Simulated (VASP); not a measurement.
GaN:

```xyz
2
Lattice="2.6956 0.0000 0.0000 0.0000 2.6956 0.0000 0.0000 0.0000 2.6956" Properties=species:S:1:pos:R:3 pbc="T T T"
Ga    0.0000    0.0000    0.0000
N     1.3478    1.3478    1.3478
```

Base run:

- Program: VASP 6.6.1
- Functional: PBE
- Potentials or basis: VASP PAW PBE potentials, release 64 (Ga_d, N)
- Cutoff: 600 eV
- k mesh: 8 × 8 × 8
- Occupations: fermi-dirac, width 0.02 eV
- Spin: no spin polarisation

Its results: band gap on the k mesh zero (bands 9 and 10 overlap by 1.66 eV); pressure 8.9 GPa.

**Question.** After a change of settings the same cell gave: band gap on the k mesh zero (bands 9 and 10 overlap by 1.77 eV); pressure 7.9 GPa. Which change was it?
A. functional from PBE to r2SCAN; cutoff from 600 eV to 660 eV
B. functional from PBE to r2SCAN; cutoff from 600 eV to 660 eV; k mesh from 8 × 8 × 8 to 4 × 4 × 4
C. k mesh from 8 × 8 × 8 to 4 × 4 × 4

**Answer.** C.

Caveats: some runs use coarse meshes; the structure was generated, so it needn't be the stable form of GaN; the cell stands under pressure (at least some runs).
